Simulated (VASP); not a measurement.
**KI: single point with PBE**

The system is KI.

```
K I
1.0
     0.00000    3.52455    3.52455
     3.52455    0.00000    3.52455
     3.52455    3.52455    0.00000
K I
1 1
Cartesian
  0.0000 0.0000 0.0000
  3.5245 3.5245 3.5245
```

```json
{"Program": "VASP 6.6.1", "Task": "single point", "Functional": "PBE", "Potentials or basis": "VASP PAW PBE potentials, release 64 (K_sv, I)", "Cutoff": "520 eV", "k mesh": "6 × 6 × 6", "Occupations": "gaussian, width 0.05 eV", "Spin": "non-collinear spin, zero start, spin-orbit coupling", "Starting moments": "[[0.0, 0.0, 0.0], [0.0, 0.0, 0.0]] μB", "Dipole correction": "no", "Further INCAR settings": "ALGO = Normal; EDIFF = 1e-07; NBANDS = 28"}
```

```json
{
 "Pressure": "0.7 GPa",
 "Net moment": "0.00 μB per cell",
 "Valence electrons inside the program's atomic spheres": "K 7.56; I 4.35"
}
```

Moments on the atoms (μB; x, y, z):
```
K   0.00 0.00 0.00
I   0.00 0.00 0.00
```

Wall time 3.1 min on 1 thread of Oxide Virtual Turin-like Processor, on a shared host, peak memory 0.43 GiB.
